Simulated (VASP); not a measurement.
# TiC (Fm-3m) in VASP: settings compared, part 2 of 2

VASP 6.6.1.

## Step 4: Single point, revPBE+D4

This run uses another cell than the first one, of 9.90 Å³/atom, 0.975 times its volume.

INCAR

```
PREC = Accurate
ENCUT = 520
EDIFF = 1E-6
ISMEAR = -1
SIGMA = 0.05
LREAL = False
LASPH = True
NELM = 100
ALGO = Normal
ISIF = 2
LWAVE = False
LCHARG = False
GGA = RE
IVDW = 13
NBANDS = 15
```

KPOINTS

```
Automatic mesh
0
Gamma
  11 11 11
```

POSCAR

```
TiC
1.0
    0.0000000000      2.1475830618      2.1475830618
    2.1475830618      0.0000000000      2.1475830618
    2.1475830618      2.1475830618      0.0000000000
Ti C
1 1
Direct
    0.0000000000      0.0000000000      0.0000000000
    0.5000000000      0.5000000000      0.5000000000
```

Potentials or basis: VASP PAW PBE potentials, release 64 (Ti_sv, C).

Command:

```console
cat potpaw_PBE.64/Ti_sv/POTCAR potpaw_PBE.64/C/POTCAR > POTCAR
mpirun -np 1 vasp_std > vasp.out
```

OUTCAR:

```text
PREC = Accurate
   ENCUT = 520
   EDIFF = 1E-6
   ISMEAR = -1
   LREAL = False
   LASPH = True
   NELM = 100
   ISIF = 2
   GGA = RE
   IVDW = 13

 ion  position               nearest neighbor table
   1  0.000  0.000  0.000-   2 2.15   2 2.15   2 2.15   2 2.15   2 2.15   2 2.15
   2  0.500  0.500  0.500-   1 2.15   1 2.15   1 2.15   1 2.15   1 2.15   1 2.15

  LATTYP: Found a face centered cubic cell.
 ALAT       =     4.2951661236

  Lattice vectors:

 A1 = (   0.0000000000,   2.1475830618,   2.1475830618)
 A2 = (   2.1475830618,   0.0000000000,   2.1475830618)
 A3 = (   2.1475830618,   2.1475830618,   0.0000000000)

Analysis of symmetry for initial positions (statically):
=====================================================================
 Subroutine PRICEL returns:
 Original cell was already a primitive cell.

 Routine SETGRP: Setting up the symmetry group for a
 face centered cubic supercell.

 Subroutine GETGRP returns: Found 48 space group operations
 (whereof 48 operations were pure point group operations)
 out of a pool of 48 trial point group operations.

The static configuration has the point symmetry O_h .

Analysis of symmetry for dynamics (positions and initial velocities):
=====================================================================
 Subroutine PRICEL returns:
 Original cell was already a primitive cell.

 Routine SETGRP: Setting up the symmetry group for a
 face centered cubic supercell.

 Subroutine GETGRP returns: Found 48 space group operations
 (whereof 48 operations were pure point group operations)
 out of a pool of 48 trial point group operations.

The dynamic configuration has the point symmetry O_h .

 Subroutine INISYM returns: Found 48 space group operations
 (whereof 48 operations are pure point group operations),
 and found     1 'primitive' translations

----------------------------------------------------------------------------------------

                                     Primitive cell

  volume of cell :      19.8098

  direct lattice vectors                    reciprocal lattice vectors
     0.000000000  2.147583062  2.147583062    -0.232819866  0.232819866  0.232819866
     2.147583062  0.000000000  2.147583062     0.232819866 -0.232819866  0.232819866
     2.147583062  2.147583062  0.000000000     0.232819866  0.232819866 -0.232819866

  length of vectors
     3.037141092  3.037141092  3.037141092     0.403255836  0.403255836  0.403255836

  position of ions in fractional coordinates (direct lattice)
     0.000000000  0.000000000  0.000000000
     0.500000000  0.500000000  0.500000000

  ion indices of the primitive-cell ions
   primitive index   ion index
                 1           1
                 2           2

----------------------------------------------------------------------------------------

 KPOINTS: Automatic mesh

Automatic generation of k-mesh.
 Grid dimensions read from file:
 generate k-points for:   11   11   11

 Generating k-lattice:

  Cartesian coordinates                     Fractional coordinates (reciprocal lattice)
    -0.021165442  0.021165442  0.021165442     0.090909091  0.000000000  0.000000000
     0.021165442 -0.021165442  0.021165442     0.000000000  0.090909091  0.000000000
     0.021165442  0.021165442 -0.021165442     0.000000000  0.000000000  0.090909091

  Length of vectors
[... 39 lines left out ...]
   total plane-waves  NPLWV =  13824
   dimension x,y,z NGX =    24 NGY =   24 NGZ =   24
   dimension x,y,z NGXF=    48 NGYF=   48 NGZF=   48
   ions per type =               1   1
   NGX,Y,Z   is equivalent  to a cutoff of  13.14, 13.14, 13.14 a.u.
   NGXF,Y,Z  is equivalent  to a cutoff of  26.27, 26.27, 26.27 a.u.
 SYSTEM =  unknown system
   PREC   = accura    normal or accurate (medium, high low for compatibility)
   ISTART =      0    job   : 0-new  1-cont  2-samecut
   ICHARG =      2    charge: 1-file 2-atom 10-const
   ISPIN  =      1    spin polarized calculation?
   LNONCOLLINEAR =      F non collinear calculations
   LSORBIT =      F    spin-orbit coupling
   LASPH  =      T    aspherical Exc in radial PAW
   ENCUT  =  520.0 eV  38.22 Ry    6.18 a.u.   5.65  5.65  5.65*2*pi/ulx,y,z
   NELM   =    100;   NELMIN=  2; NELMDL= -5     # of ELM steps
   EDIFF  = 0.1E-05   stopping-criterion for ELM
   LREAL  =      F    real-space projection
   EDIFFG = 0.1E-04   stopping-criterion for IOM
   NSW    =      0    number of steps for IOM
   IBRION =     -1    ionic relax: 0-MD 1-quasi-New 2-CG
   NFREE  =      0    steps in history (QN), initial steepest desc. (CG)
   ISIF   =      2    stress and relaxation
   ISYM   =      2    0-nonsym 1-usesym 2-fastsym
   POTIM  = 0.5000    time-step for ionic-motion
   TEBEG  =    0.0;   TEEND  =   0.0 temperature during run
   PSTRESS=    0.0 pullay stress
   NELECT =      16.0000    total number of electrons
   NUPDOWN=      -1.0000    fix difference up-down
   EMIN   =  10.00;   EMAX   =-10.00  energy-range for DOS
   EFERMI =   0.00;   METHOD = LEGACY
   ISMEAR =    -1;   SIGMA  =   0.05  broadening in eV -4-tet -1-fermi 0-gaus
   EFERMI_NEDOS =   21; number of points for ismear=-14 and -15
   IALGO  =     38    algorithm
   IMIX   =      4    mixing-type and parameters
     AMIX     =   0.40;   BMIX     =  1.00
     AMIX_MAG =   1.60;   BMIX_MAG =  1.00
  volume/ion in A,a.u.               =       9.90        66.84
  Fermi-wavevector in a.u.,A,eV,Ry     =   1.524596  2.881069 31.625298  2.324394
  Thomas-Fermi vector in A             =   2.632882
   LORBIT       =      0    0 simple, 1 ext, 2 COOP (PROOUT), +10 PAW based schemes
   GGA     = RE    functional components
   LHFCALC =     F    Hartree Fock is set to
   AEXX    =    0.0000 exact exchange contribution
   IVDW    =    13    specifies the selected vdW correction
   LEPSILON=     F    determine dielectric tensor
   LRPA    =     F    only Hartree local field effects (RPA)
 non-spin polarized calculation
  energy-cutoff  :      520.00
  volume of cell :       19.81
 maximum number of plane-waves:       542
   NGX = 11   NGY = 11   NGZ = 11

 number of electron      16.0000003 magnetization

 Free energy of the ion-electron system (eV)
  ---------------------------------------------------
  ext. energy  EPLUGINS =         0.00000000
  ---------------------------------------------------
  free energy    TOTEN  =       -17.94283120 eV

  energy without entropy =      -17.94048224  energy(sigma->0) =      -17.94165672

 E-fermi :   9.8659     XC(G=0): -12.7612

 val. band max:        9.7395463151   @ k =   0.4545   0.4545   0.0000
 cond. band min:       9.9517253360   @ k =   0.0909   0.0000   0.0000
 fundamental gap:      0.2121790209
 Fermi energy:         9.8659223685

 k-point     1 :       0.0000    0.0000    0.0000
  band No.  band energies     occupation
      1     -46.8227      2.00000
      2     -22.7828      2.00000
      3     -22.7828      2.00000
      4     -22.7828      2.00000
      5      -2.7692      2.00000
      6      10.5119      0.00000
      7      10.5119      0.00000
      8      10.5119      0.00000
      9      11.5092      0.00000
     10      11.5092      0.00000
     11      11.5092      0.00000
     12      11.5588      0.00000
     13      11.5588      0.00000
     14      20.6390      0.00000
[... 401 lines left out ...]
      2     -23.0797      2.00000
      3     -22.8992      2.00000
      4     -22.8038      2.00000
      5      -0.9996      2.00000
      6       6.4794      2.00000
      7       7.5662      2.00000
      8       7.8162      2.00000
      9      11.3967      0.00000
     10      12.5425      0.00000
     11      13.4738      0.00000
     12      14.3093      0.00000
     13      17.2635      0.00000
     14      21.8623      0.00000
     15      23.4830      0.00000

 [... further k-points ...]

------------------------ aborting loop because EDIFF is reached ----------------------------------------

  DFT-D4 for vdW energy calculation

  Edisp (eV):   -1.05651

  FORCE on cell =-STRESS in cart. coord.  units (eV):
  Direction    XX          YY          ZZ          XY          YZ          ZX
  --------------------------------------------------------------------------------------
  -------------------------------------------------------------------------------------
  Total       0.04050     0.04050     0.04050     0.00000     0.00000     0.00000
  in kB       3.27579     3.27579     3.27579     0.00000     0.00000     0.00000
  external pressure =        3.28 kB  Pullay stress =        0.00 kB

 VOLUME and BASIS-vectors are now :
 -----------------------------------------------------------------------------
  energy-cutoff  :      520.00
  volume of cell :       19.81
      direct lattice vectors                 reciprocal lattice vectors
     0.000000000  2.147583062  2.147583062    -0.232819866  0.232819866  0.232819866
     2.147583062  0.000000000  2.147583062     0.232819866 -0.232819866  0.232819866
     2.147583062  2.147583062  0.000000000     0.232819866  0.232819866 -0.232819866

 POSITION                                       TOTAL-FORCE (eV/Angst)
 -----------------------------------------------------------------------------------
      0.00000      0.00000      0.00000         0.000000     -0.000000     -0.000000
      2.14758      2.14758      2.14758         0.000000      0.000000      0.000000
 -----------------------------------------------------------------------------------
    total drift:                                0.000000     -0.000000     -0.000000

  FREE ENERGIE OF THE ION-ELECTRON SYSTEM (eV)
  ---------------------------------------------------
  free  energy   TOTEN  =       -18.9993366301 eV

  energy  without entropy=      -18.9969876724  energy(sigma->0) =      -18.99816215
```

OSZICAR:

```text
N       E                     dE             d eps       ncg     rms          rms(c)
DAV:   1     0.121402096538E+03    0.12140E+03   -0.80476E+03  1694   0.129E+03
DAV:   2    -0.155742208440E+02   -0.13698E+03   -0.12787E+03  1813   0.340E+02
DAV:   3    -0.231416940462E+02   -0.75675E+01   -0.74441E+01  2106   0.785E+01
DAV:   4    -0.233858643001E+02   -0.24417E+00   -0.24373E+00  2158   0.129E+01
DAV:   5    -0.233934789245E+02   -0.76146E-02   -0.76127E-02  2152   0.192E+00    0.187E+01
DAV:   6    -0.184507549391E+02    0.49427E+01   -0.11261E+01  2356   0.560E+01    0.665E+00
DAV:   7    -0.179633458641E+02    0.48741E+00   -0.19405E+00  1958   0.197E+01    0.502E+00
DAV:   8    -0.179413950535E+02    0.21951E-01   -0.10393E-01  1878   0.383E+00    0.298E+00
DAV:   9    -0.179457195237E+02   -0.43245E-02   -0.72802E-02  2240   0.346E+00    0.772E-01
DAV:  10    -0.179440746168E+02    0.16449E-02   -0.98539E-03  2126   0.135E+00    0.554E-01
DAV:  11    -0.179428870449E+02    0.11876E-02   -0.19878E-03  1946   0.650E-01    0.142E-01
DAV:  12    -0.179428312063E+02    0.55839E-04   -0.22029E-04  2051   0.139E-01    0.242E-02
DAV:  13    -0.179428314714E+02   -0.26512E-06   -0.26383E-05  1919   0.427E-02    0.706E-03
DAV:  14    -0.179428311952E+02    0.27625E-06   -0.42170E-07  1535   0.712E-03
   1 F= -.18999337E+02 E0= -.18998162E+02  d E =-.234896E-02
```

stdout:

```text
POSCAR found type information on POSCAR TiC
 POSCAR found :  2 types and       2 ions
 scaLAPACK will be used
 -----------------------------------------------------------------------------
|                                                                             |
|                                                                             |
|     You enforced a specific xc type in the INCAR file but a different       |
|     I HOPE YOU KNOW WHAT YOU ARE DOING!                                     |
|                                                                             |
 -----------------------------------------------------------------------------

 LDA part: xc-table for (Slater+PW92), standard interpolation
 POSCAR, INCAR and KPOINTS ok, starting setup
 FFT: planning ... GRIDC
 FFT: planning ... GRID_SOFT
 FFT: planning ... GRID
 WAVECAR not read
 entering main loop
```

Wall time 50 s (1 thread of AMD EPYC 7R13, shared host); peak memory 0.12 GiB.

What came out:

| Item | Value |
| --- | --- |
| Free energy | -18.9993 eV |
| Pressure | 0.3 GPa |
| Band gap on the k mesh | zero (band 8 reaches 10.51 eV, above the bottom of band 9 at 9.38 eV) |
| Dispersion energy per atom | -0.528 eV |

Caveat: the PAW data sets were made with another functional, which shifts forces and pressure a little; pairwise dispersion overbinds metals, which lowers pressure and volume.

## Step 5: Relaxation of cell and atoms, PBE+D3(BJ)

INCAR

```
SYSTEM = TiC
PREC     = Accurate       ! precision mode
ENCUT    = 600            ! plane-wave cutoff, eV
EDIFF    = 1E-7           ! SCF threshold, eV
ISMEAR   = -1             ! smearing method
SIGMA    = 0.05           ! smearing width, eV
LREAL    = .False.        ! projectors in reciprocal space
LASPH    = .True.         ! aspherical terms in the spheres
NELM     = 80             ! most SCF steps
ALGO     = Normal         ! electronic algorithm
ISIF     = 3              ! what is computed and relaxed
LWAVE    = .False.        ! write WAVECAR
LCHARG   = .False.        ! write CHGCAR
GGA      = PE             ! functional
IVDW     = 12             ! dispersion correction
IBRION   = 2              ! ionic algorithm
NSW      = 80             ! ionic steps
EDIFFG   = -0.02          ! ionic threshold
```

KPOINTS

```
regular mesh
0
Gamma
  11 11 11
  0 0 0
```

POSCAR

```
TiC
1.0
    0.0000000000      2.1657188437      2.1657188437
    2.1657188437      0.0000000000      2.1657188437
    2.1657188437      2.1657188437      0.0000000000
Ti C
1 1
Direct
    0.0000000000      0.0000000000      0.0000000000
    0.5000000000      0.5000000000      0.5000000000
```

Command:

```console
cat potpaw_PBE.64/Ti_sv/POTCAR potpaw_PBE.64/C/POTCAR > POTCAR
mpirun -np 1 vasp_std > vasp.out
```

Wall time 1.9 min (1 thread of AMD EPYC 7R13, shared host); peak memory 0.13 GiB.

The run converged. Its results:

| Quantity | Value |
| --- | --- |
| Free energy | -19.6140 eV |
| Relaxed volume | 9.88 Å³/atom |
| Relaxed cell | a = 3.035 Å, b = 3.035 Å, c = 3.035 Å, α = 60.00°, β = 60.00°, γ = 60.00° |
| Space group after relaxing (to 0.05 Å) | Fm-3m (No. 225) |
| Energy gained by relaxing | 6.1 meV/atom |
| Ionic steps | 3 |
| Pressure after relaxing | 0.0 GPa |
| Band gap on the k mesh | zero (band 8 reaches 10.44 eV, above the bottom of band 9 at 9.32 eV) |
| Dispersion energy per atom | -0.458 eV |

The path:
```
step  energy change (eV)  largest force (eV/Å)  pressure (GPa)  volume (Å³)
   1              0.0000                0.0000           -6.89        20.32
   2              0.0096                0.0000           10.26        19.06
   3             -0.0122                0.0000           -0.05        19.77
```

Final structure:
```xyz
2
Lattice="0.0000 2.1460 2.1460 2.1460 0.0000 2.1460 2.1460 2.1460 0.0000" Properties=species:S:1:pos:R:3 pbc="T T T"
Ti    0.0000    0.0000    0.0000
C     2.1460    2.1460    2.1460
```

Levels at points of the mesh, in eV from the Fermi level:
| k point | band 5 | band 6 | band 7 | band 8 | band 9 | band 10 | band 11 | band 12 |
| --- | --- | --- | --- | --- | --- | --- | --- | --- |
| (0.00, 0.00, 0.00) | -12.59 | 0.64 | 0.64 | 0.64 | 1.65 | 1.65 | 1.65 | 1.70 |

Caveat: pairwise dispersion overbinds metals, which lowers pressure and volume.

## Step 6: Single point, PBE

INCAR

```
SYSTEM = TiC
  ALGO = Normal
  EDIFF = 1E-6
  ENCUT = 520
  GGA = PE
  ISIF = 2
  ISMEAR = -1
  LASPH = .True.
  LCHARG = .False.
  LREAL = .False.
  LWAVE = .False.
  NBANDS = 15
  NELM = 80
  PREC = Accurate
  SIGMA = 0.03
```

KPOINTS

```
k-points
0
Gamma
  4 4 4
  0 0 0
```

POSCAR is that of step 5.

Potentials or basis: VASP PAW PBE potentials, release 64 (Ti_sv, C).

Command:

```console
cat potpaw_PBE.64/Ti_sv/POTCAR potpaw_PBE.64/C/POTCAR > POTCAR
mpirun -np 1 vasp_std > vasp.out
```

Run time: 10 s. Hardware: 1 thread of AMD EPYC 7R13, shared host; peak memory 0.1 GiB.

The run converged. Its results:

* Free energy: -18.6551 eV
* Pressure: -0.5 GPa
* Band gap on the k mesh: zero (band 8 reaches 10.15 eV, above the bottom of band 9 at 8.99 eV)

Levels at points of the mesh, in eV from the Fermi level:
```csv
k point,band 5,band 6,band 7,band 8,band 9,band 10,band 11,band 12
"(0.00, 0.00, 0.00)",-12.19,0.98,0.98,0.98,1.86,1.86,1.86,2.01
"(0.50, 0.00, 0.00)",-8.72,-5.61,-2.66,-2.66,3.21,3.21,4.37,8.40
"(0.50, 0.50, 0.00)",-9.91,-3.21,-1.34,0.16,0.16,3.01,3.82,3.82
```

Caveat: the k points lie up to 0.63 Å⁻¹ apart.

## Step 7: The runs side by side

```csv
task,level,cell,k mesh,cutoff (eV),smearing,gap on the mesh (eV),pressure (GPa)
single point,PBE,"a = 3.063 Å, angles 60.0°, 2 atoms",6 × 6 × 6,520,fermi-dirac 0.02 eV,none,0.4
single point,PBE+D3(BJ),"a = 3.034 Å, angles 60.0°, 2 atoms",11 × 11 × 11,520,fermi-dirac 0.05 eV,none,0.3
single point,revPBE+D4,"a = 3.037 Å, angles 60.0°, 2 atoms",11 × 11 × 11,520,fermi-dirac 0.05 eV,none,0.3
relaxation of cell and atoms,PBE+D3(BJ),"relaxed from a = 3.063 Å, angles 60.0°, 2 atoms",11 × 11 × 11,600,fermi-dirac 0.05 eV,none,0.0
single point,PBE,"a = 3.063 Å, angles 60.0°, 2 atoms",4 × 4 × 4,520,fermi-dirac 0.03 eV,none,-0.5
```

Alike in all rows: potentials or basis VASP PAW PBE potentials, release 64 (Ti_sv, C); no spin polarisation.

Caveats: some runs use coarse meshes; pairwise dispersion overbinds metals, which lowers pressure and volume (some runs); the PAW data sets were made with another functional, which shifts forces and pressure a little (some runs).

Absolute energies hang on the potentials; compare differences alone.
